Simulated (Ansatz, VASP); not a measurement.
Two plane-wave programs on LiSi4

File INCAR:

```
SYSTEM = LiSi4
ALGO     = Normal         ! electronic algorithm
EDIFF    = 1E-6           ! SCF threshold, eV
EDIFFG   = -0.01          ! ionic threshold
ENCUT    = 600            ! plane-wave cutoff, eV
GGA      = PE             ! functional
IBRION   = 2              ! ionic algorithm
ISIF     = 3              ! what is computed and relaxed
ISMEAR   = 0              ! smearing method
LASPH    = .True.         ! aspherical terms in the spheres
LCHARG   = .False.        ! write CHGCAR
LREAL    = .False.        ! projectors in reciprocal space
LWAVE    = .False.        ! write WAVECAR
NELM     = 100            ! most SCF steps
NSW      = 100            ! ionic steps
PREC     = Accurate       ! precision mode
SIGMA    = 0.1            ! smearing width, eV
```

The input KPOINTS:

```
k-points
0
Gamma
  10 10 10
  0 0 0
```

The input POSCAR:

```
LiSi4
1.0
    1.8999653790     -6.3759735518      0.0000000000
    1.8999653790      6.3759735518      0.0000000000
    0.0000000000      0.0000000000      3.8192165132
Li Si
1 4
Direct
    0.5000000000      0.5000000000      0.0000000000
    0.0895395403      0.9104604597      0.5000000000
    0.9104604597      0.0895395403      0.5000000000
    0.1935071885      0.8064928115      0.0000000000
    0.8064928115      0.1935071885      0.0000000000
```

Input for Ansatz:

```yaml
crystal:
  lattice:
    - [1.899965379, -6.3759735518, 0.0]
    - [1.899965379, 6.3759735518, 0.0]
    - [0.0, 0.0, 3.8192165132]
  atoms:
    - { symbol: Li, position: [0.5, 0.5, 0.0] }
    - { symbol: Si, position: [0.0895395403, 0.9104604597, 0.5] }
    - { symbol: Si, position: [0.9104604597, 0.0895395403, 0.5] }
    - { symbol: Si, position: [0.1935071885, 0.8064928115, 0.0] }
    - { symbol: Si, position: [0.8064928115, 0.1935071885, 0.0] }
basis:
  ecutwfc: 420
kpoints:
  mp_grid: { grid: [10, 10, 10] }
hamiltonian:
  xc: pbe
scf:
  occupations: { method: gaussian, width: 0.1 }
output:
  forces: true
  stress: true
  eigenvalues: true
  write_density: true
  write_potential: true
  elf: true
  volumetric_format: npy
relax:
  adjacent_minimum: "off"
  f_tol: 0.01
  max_steps: 80
  cell: { stress_tol: 0.05 }
```

Alike in both runs: task relaxation of cell and atoms; functional PBE; k mesh 10 × 10 × 10; occupations gaussian, width 0.1 eV; no spin polarisation.

|  | VASP | Ansatz |
| --- | --- | --- |
| version | VASP 6.6.1 | Ansatz 0.2.0 |
| potentials or method | VASP PAW PBE potentials, release 64 (Li_sv, Si), cutoff 600 eV | scalar-relativistic, plane waves, PAW |
| valence electrons in the cell | 19 | 19 |

Ansatz gave:

| Quantity | Value |
| --- | --- |
| gap on the k mesh at the Fermi level, each at its own relaxed structure (eV) | none |
| relaxed volume (Å³/atom) | 18.60 |
| relaxed cell length with the largest relative difference (Å) | 6.668 |

Question: Estimate VASP's values.

Answer: gap on the k mesh at the Fermi level, each at its own relaxed structure (eV): none; relaxed volume (Å³/atom): 18.57; relaxed cell length with the largest relative difference (Å): 6.666.

A gap of «none» marks a metal or a gap that the smearing closes.

Noted on VASP's run: the cutoff is short for stress, so the pressure is rough.
